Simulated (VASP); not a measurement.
Wanted: the native input for a VASP 6.6.1 run.

```
Task                   : single point
Functional             : PBEsol
Potentials or basis    : VASP PAW PBE potentials, release 64 (Ga_d, P)
Cutoff                 : 520 eV
k mesh                 : 1 × 1 × 28
Occupations            : gaussian, width 0.05 eV
Spin                   : collinear spin, ferromagnetic start
Starting moments       : [0.5, 0.5] μB
Dipole correction      : no
Further INCAR settings : ALGO = Normal; EDIFF = 1e-06; NBANDS = 20
```

The structure of GaP lies in POSCAR:

```
GaP
1.0
   10.9000000000      0.0000000000      0.0000000000
    0.0000000000      9.3000000000      0.0000000000
    0.0000000000      0.0000000000      2.4385179395
Ga P
1 1
Direct
    0.3998398159      0.5000000000      0.0000000000
    0.6001601841      0.5000000000      0.5000000000
```

These files were run (other wordings do the same):

INCAR

```
ALGO = Normal
EDIFF = 1E-6
ENCUT = 520
GGA = PS
ISIF = 2
ISMEAR = 0
ISPIN = 2
LASPH = True
LCHARG = True
LELF = True
LORBIT = 11
LREAL = False
LVHAR = True
LWAVE = False
MAGMOM = 0.5 0.5
NBANDS = 20
NELM = 150
PREC = Accurate
SIGMA = 0.05
```

KPOINTS

```
k-points
0
Gamma
  1 1 28
```

Potentials or basis: VASP PAW PBE potentials, release 64 (Ga_d, P).

Run with:

```console
$ cat potpaw_PBE.64/Ga_d/POTCAR potpaw_PBE.64/P/POTCAR > POTCAR
$ mpirun -np 1 vasp_std > vasp.out
```

Results of the run:

The band gap on the k mesh is zero (filled and empty bands overlap) and the net moment is 0.00 μB per cell. The valence electrons inside the program's atomic spheres are Ga 11.65; P 2.38.

Run time: 7.3 min on 1 thread of AMD EPYC 7R13 (shared host), peak memory 0.42 GiB.
